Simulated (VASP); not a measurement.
# KF in VASP: a series of runs

KF is run at these levels: PBE; tasks: single point, relaxation of shape and atoms at fixed volume.

All numbers are computed with VASP 6.6.1; they aren't measurements. Logs are shortened: lines on timing, memory, paths and dates and some standing lists are left out, and cuts for length are marked.

### 1 The cell of the first run

The typed cell holds 2 atoms: a = 4.209 Å, b = 4.209 Å, c = 4.209 Å, α = 59.99°, β = 59.99°, γ = 59.99°.

### 2 Single point, PBE

Contents of INCAR:

```
SYSTEM = KF
  PREC = Accurate
  ENCUT = 520
  EDIFF = 1E-7
  ISMEAR = 0
  SIGMA = 0.02
  LREAL = .False.
  LASPH = .True.
  NELM = 80
  ALGO = Normal
  ISIF = 2
  LWAVE = .False.
  LCHARG = .False.
  GGA = PE
  NBANDS = 15
```

Contents of KPOINTS:

```
Automatic mesh
0
Gamma
  8 8 8
  0 0 0
```

Contents of POSCAR:

```
KF
1.0
    2.1045008126      1.2150341107      3.4370946662
   -2.1045008126      1.2150341107      3.4370946662
    0.0000000000     -2.4300682213      3.4370946662
K F
1 1
Direct
    0.2493696479      0.2493696479      0.2493696479
   -0.0006130279     -0.0006130279     -0.0006130279
```

Potentials or basis: VASP PAW PBE potentials, release 64 (K_sv, F).

On the command line:

```sh
$ cat potpaw_PBE.64/K_sv/POTCAR potpaw_PBE.64/F/POTCAR > POTCAR
$ mpirun -np 1 vasp_std > vasp.out
```

OUTCAR:

```text
SYSTEM = KF
   PREC = Accurate
   ENCUT = 520
   EDIFF = 1E-7
   ISMEAR = 0
   LREAL = .False.
   LASPH = .True.
   NELM = 80
   ISIF = 2
   GGA = PE

 ion  position               nearest neighbor table
   1  0.249  0.249  0.249-   2 2.58   2 2.58   2 2.58   2 2.58
   2  0.999  0.999  0.999-   1 2.58   1 2.58   1 2.58   1 2.58

  LATTYP: Found a trigonal (rhomboedric) cell.
 ALAT       =     4.2093765934
 COS(alpha) =     0.5000890753

  Lattice vectors:

 A1 = (   2.1045008126,   1.2150341107,   3.4370946662)
 A2 = (  -2.1045008126,   1.2150341107,   3.4370946662)
 A3 = (   0.0000000000,  -2.4300682213,   3.4370946662)

Analysis of symmetry for initial positions (statically):
=====================================================================
 Subroutine PRICEL returns:
 Original cell was already a primitive cell.

 Routine SETGRP: Setting up the symmetry group for a
 trigonal (rhombohedral) supercell.

 Subroutine GETGRP returns: Found  6 space group operations
 (whereof  6 operations were pure point group operations)
 out of a pool of 12 trial point group operations.

The static configuration has the point symmetry C_3v.

Analysis of symmetry for dynamics (positions and initial velocities):
=====================================================================
 Subroutine PRICEL returns:
 Original cell was already a primitive cell.

 Routine SETGRP: Setting up the symmetry group for a
 trigonal (rhombohedral) supercell.

 Subroutine GETGRP returns: Found  6 space group operations
 (whereof  6 operations were pure point group operations)
 out of a pool of 12 trial point group operations.

The dynamic configuration has the point symmetry C_3v.

 Subroutine INISYM returns: Found  6 space group operations
 (whereof  6 operations are pure point group operations),
 and found     1 'primitive' translations

----------------------------------------------------------------------------------------

                                     Primitive cell

  volume of cell :      52.7327

  direct lattice vectors                    reciprocal lattice vectors
     2.104500813  1.215034111  3.437094666     0.237586033  0.137170360  0.096981133
    -2.104500813  1.215034111  3.437094666    -0.237586033  0.137170360  0.096981133
     0.000000000 -2.430068221  3.437094666     0.000000000 -0.274340720  0.096981133

  length of vectors
     4.209376593  4.209376593  4.209376593     0.290977956  0.290977956  0.290977956

  position of ions in fractional coordinates (direct lattice)
     0.249369648  0.249369648  0.249369648
     0.999386972  0.999386972  0.999386972

  ion indices of the primitive-cell ions
   primitive index   ion index
                 1           1
                 2           2

----------------------------------------------------------------------------------------

 KPOINTS: Automatic mesh

Automatic generation of k-mesh.
 Grid dimensions read from file:
 generate k-points for:    8    8    8

 Generating k-lattice:

  Cartesian coordinates                     Fractional coordinates (reciprocal lattice)
     0.029698254  0.017146295  0.012122642     0.125000000 -0.000000000  0.000000000
    -0.029698254  0.017146295  0.012122642    -0.000000000  0.125000000  0.000000000
     0.000000000 -0.034292590  0.012122642     0.000000000  0.000000000  0.125000000

  Length of vectors
     0.036372245  0.036372245  0.036372245

  Shift w.r.t. Gamma in fractional coordinates (k-lattice)
     0.000000000  0.000000000  0.000000000

 Subroutine IBZKPT returns following result:
 ===========================================

 Found     65 irreducible k-points:

 Following reciprocal coordinates:
            Coordinates               Weight
  0.000000  0.000000  0.000000      1.000000
  0.125000  0.000000 -0.000000      6.000000
  0.250000  0.000000 -0.000000      6.000000
  0.375000  0.000000  0.000000      6.000000
  0.500000  0.000000 -0.000000      3.000000
  0.125000  0.125000 -0.000000      6.000000
[... 16 lines left out ...]
  0.250000  0.125000  0.125000      6.000000
  0.375000  0.125000  0.125000      6.000000
 [... further k-points ...]
   k-points           NKPTS =     65   k-points in BZ     NKDIM =     65   number of bands    NBANDS=     15
   number of dos      NEDOS =    301   number of ions     NIONS =      2
   total plane-waves  NPLWV =  32768
   dimension x,y,z NGX =    32 NGY =   32 NGZ =   32
   dimension x,y,z NGXF=    64 NGYF=   64 NGZF=   64
   ions per type =               1   1
   NGX,Y,Z   is equivalent  to a cutoff of  12.64, 12.64, 12.64 a.u.
   NGXF,Y,Z  is equivalent  to a cutoff of  25.28, 25.28, 25.28 a.u.
 SYSTEM =  KF
   PREC   = accura    normal or accurate (medium, high low for compatibility)
   ISTART =      0    job   : 0-new  1-cont  2-samecut
   ICHARG =      2    charge: 1-file 2-atom 10-const
   ISPIN  =      1    spin polarized calculation?
   LNONCOLLINEAR =      F non collinear calculations
   LSORBIT =      F    spin-orbit coupling
   LASPH  =      T    aspherical Exc in radial PAW
   ENCUT  =  520.0 eV  38.22 Ry    6.18 a.u.   7.83  7.83  7.83*2*pi/ulx,y,z
   NELM   =     80;   NELMIN=  2; NELMDL= -5     # of ELM steps
   EDIFF  = 0.1E-06   stopping-criterion for ELM
   LREAL  =      F    real-space projection
   EDIFFG = 0.1E-05   stopping-criterion for IOM
   NSW    =      0    number of steps for IOM
   IBRION =     -1    ionic relax: 0-MD 1-quasi-New 2-CG
   NFREE  =      0    steps in history (QN), initial steepest desc. (CG)
   ISIF   =      2    stress and relaxation
   ISYM   =      2    0-nonsym 1-usesym 2-fastsym
   POTIM  = 0.5000    time-step for ionic-motion
   TEBEG  =    0.0;   TEEND  =   0.0 temperature during run
   PSTRESS=    0.0 pullay stress
   NELECT =      16.0000    total number of electrons
   NUPDOWN=      -1.0000    fix difference up-down
   EMIN   =  10.00;   EMAX   =-10.00  energy-range for DOS
   EFERMI =   0.00;   METHOD = LEGACY
   ISMEAR =     0;   SIGMA  =   0.02  broadening in eV -4-tet -1-fermi 0-gaus
   EFERMI_NEDOS =   21; number of points for ismear=-14 and -15
   IALGO  =     38    algorithm
   IMIX   =      4    mixing-type and parameters
     AMIX     =   0.40;   BMIX     =  1.00
     AMIX_MAG =   1.60;   BMIX_MAG =  1.00
  volume/ion in A,a.u.               =      26.37       177.93
  Fermi-wavevector in a.u.,A,eV,Ry     =   1.100073  2.078836 16.465226  1.210160
  Thomas-Fermi vector in A             =   2.236478
   LORBIT       =      0    0 simple, 1 ext, 2 COOP (PROOUT), +10 PAW based schemes
   GGA     = PE    functional components
   LHFCALC =     F    Hartree Fock is set to
   AEXX    =    0.0000 exact exchange contribution
   IVDW    =     0    specifies the selected vdW correction
   LEPSILON=     F    determine dielectric tensor
   LRPA    =     F    only Hartree local field effects (RPA)
 non-spin polarized calculation
 Gauss-broadening in eV      SIGMA  =   0.02
  energy-cutoff  :      520.00
  volume of cell :       52.73
 maximum number of plane-waves:      1433
   NGX = 15   NGY = 15   NGZ = 15

 number of electron      16.0000007 magnetization

 Free energy of the ion-electron system (eV)
  ---------------------------------------------------
  ext. energy  EPLUGINS =         0.00000000
  ---------------------------------------------------
  free energy    TOTEN  =        -8.12940868 eV

  energy without entropy =       -8.12940868  energy(sigma->0) =       -8.12940868

 E-fermi :  -3.5571     XC(G=0):  -6.8616

 val. band max:       -3.7266133714   @ k =  -0.2500   0.5000   0.2500
 cond. band min:       1.3201859951   @ k =   0.0000   0.0000   0.0000
 fundamental gap:      5.0467993665
 Fermi energy:        -3.5570691329

 k-point     1 :       0.0000    0.0000    0.0000
  band No.  band energies     occupation
      1     -30.0402      2.00000
      2     -22.2298      2.00000
      3     -13.4552      2.00000
      4     -13.4552      2.00000
      5     -13.4552      2.00000
      6      -3.9051      2.00000
      7      -3.9050      2.00000
      8      -3.9050      2.00000
      9       1.3202      0.00000
     10       7.8693      0.00000
     11       7.8693      0.00000
     12       7.9679      0.00000
     13       7.9685      0.00000
     14       7.9685      0.00000
     15      12.7954      0.00000

 k-point     2 :       0.1250    0.0000   -0.0000
  band No.  band energies     occupation
      1     -30.0354      2.00000
      2     -22.2397      2.00000
      3     -13.4693      2.00000
      4     -13.4613      2.00000
      5     -13.4613      2.00000
      6      -3.9344      2.00000
      7      -3.8929      2.00000
      8      -3.8928      2.00000
      9       1.6228      0.00000
     10       7.5515      0.00000
     11       7.5520      0.00000
     12       7.6984      0.00000
     13       8.2732      0.00000
     14       8.2736      0.00000
     15      11.6964      0.00000

 k-point     3 :       0.2500    0.0000   -0.0000
  band No.  band energies     occupation
      1     -30.0236      2.00000
      2     -22.2627      2.00000
      3     -13.5044      2.00000
      4     -13.4761      2.00000
      5     -13.4761      2.00000
      6      -3.9776      2.00000
      7      -3.8642      2.00000
      8      -3.8641      2.00000
      9       2.4071      0.00000
     10       6.9967      0.00000
     11       7.2507      0.00000
     12       7.2516      0.00000
     13       8.6058      0.00000
     14       8.6062      0.00000
     15      10.5174      0.00000

 k-point     4 :       0.3750    0.0000    0.0000
  band No.  band energies     occupation
      1     -30.0118      2.00000
      2     -22.2861      2.00000
      3     -13.5409      2.00000
      4     -13.4907      2.00000
      5     -13.4907      2.00000
      6      -3.9882      2.00000
      7      -3.8368      2.00000
      8      -3.8368      2.00000
      9       3.4109      0.00000
     10       6.0098      0.00000
     11       7.0709      0.00000
     12       7.0722      0.00000
     13       8.9089      0.00000
     14       8.9095      0.00000
     15      10.0657      0.00000
[... 307 lines left out ...]
 k-point    22 :       0.1250    0.1250    0.1250
  band No.  band energies     occupation
      1     -30.0354      2.00000
      2     -22.2397      2.00000
      3     -13.4693      2.00000
      4     -13.4613      2.00000
      5     -13.4613      2.00000
      6      -3.9345      2.00000
      7      -3.8928      2.00000
      8      -3.8928      2.00000
      9       1.6227      0.00000
     10       7.5517      0.00000
     11       7.5517      0.00000
     12       7.6978      0.00000
     13       8.2737      0.00000
     14       8.2737      0.00000
     15      11.6950      0.00000

 k-point    23 :       0.2500    0.1250    0.1250
  band No.  band energies     occupation
      1     -30.0282      2.00000
      2     -22.2536      2.00000
      3     -13.4983      2.00000
      4     -13.4676      2.00000
      5     -13.4650      2.00000
      6      -3.9691      2.00000
      7      -3.8805      2.00000
      8      -3.8665      2.00000
      9       2.0821      0.00000
     10       7.0943      0.00000
     11       7.1794      0.00000
     12       7.7895      0.00000
     13       8.4428      0.00000
     14       8.4654      0.00000
     15      11.1979      0.00000

 k-point    24 :       0.3750    0.1250    0.1250
  band No.  band energies     occupation
      1     -30.0165      2.00000
      2     -22.2768      2.00000
      3     -13.5460      2.00000
      4     -13.4798      2.00000
      5     -13.4700      2.00000
      6      -3.9859      2.00000
      7      -3.8515      2.00000
      8      -3.8463      2.00000
      9       2.9180      0.00000
     10       6.4527      0.00000
     11       7.0021      0.00000
     12       7.3437      0.00000
     13       8.6934      0.00000
     14       8.9260      0.00000
     15      10.4355      0.00000

 [... further k-points ...]
[... 5 lines left out ...]
  --------------------------------------------------------------------------------------
  -------------------------------------------------------------------------------------
  Total        0.0015291      0.0015291      0.0007667      0.0000000      0.0000000      0.0000000
  in kB        0.0464577      0.0464577      0.0232942      0.0000000      0.0000000      0.0000000
  external PRESSURE =       0.0387365 kB  Pullay stress =       0.0000000 kB

 VOLUME and BASIS-vectors are now :
 -----------------------------------------------------------------------------
  energy-cutoff  :      520.00
  volume of cell :       52.73
      direct lattice vectors                 reciprocal lattice vectors
     2.104500813  1.215034111  3.437094666     0.237586033  0.137170360  0.096981133
    -2.104500813  1.215034111  3.437094666    -0.237586033  0.137170360  0.096981133
     0.000000000 -2.430068221  3.437094666     0.000000000 -0.274340720  0.096981133

 POSITION                                       TOTAL-FORCE (eV/Angst)
 -----------------------------------------------------------------------------------
      0.00000      0.00000      2.57132         0.000000     -0.000000     -0.000161
      0.00000      0.00000     10.30496         0.000000      0.000000      0.000161
 -----------------------------------------------------------------------------------
    total drift:                                0.000000     -0.000000      0.000213

  FREE ENERGIE OF THE ION-ELECTRON SYSTEM (eV)
  ---------------------------------------------------
  free  energy   TOTEN  =        -8.1294086791 eV

  energy  without entropy=       -8.1294086791  energy(sigma->0) =       -8.12940868
```

Wall time 23 s (1 thread of AMD EPYC 9R45 (Zen 5), shared host); peak memory 0.17 GiB.

Results:

```yaml
Free_energy: -8.1294 eV
Pressure: 0.0 GPa
Band_gap_on_the_k_mesh: 5.05 eV (least direct gap 5.23 eV)
```

Levels at points of the mesh, in eV from the valence-band top:
| k point | band 6 | band 7 | band 8 | band 9 | band 10 | band 11 |
| --- | --- | --- | --- | --- | --- | --- |
| (0.00, 0.00, 0.00) | -0.18 | -0.18 | -0.18 | 5.05 | 11.60 | 11.60 |
| (0.50, 0.00, 0.00) | -0.26 | -0.10 | -0.10 | 7.86 | 8.99 | 10.74 |
| (0.50, 0.50, 0.00) | -0.41 | 0.00 | 0.00 | 8.14 | 8.28 | 11.99 |
| (0.50, 0.50, 0.50) | -0.26 | -0.10 | -0.10 | 7.86 | 8.99 | 10.74 |

(Continued in part 2 of 2.)
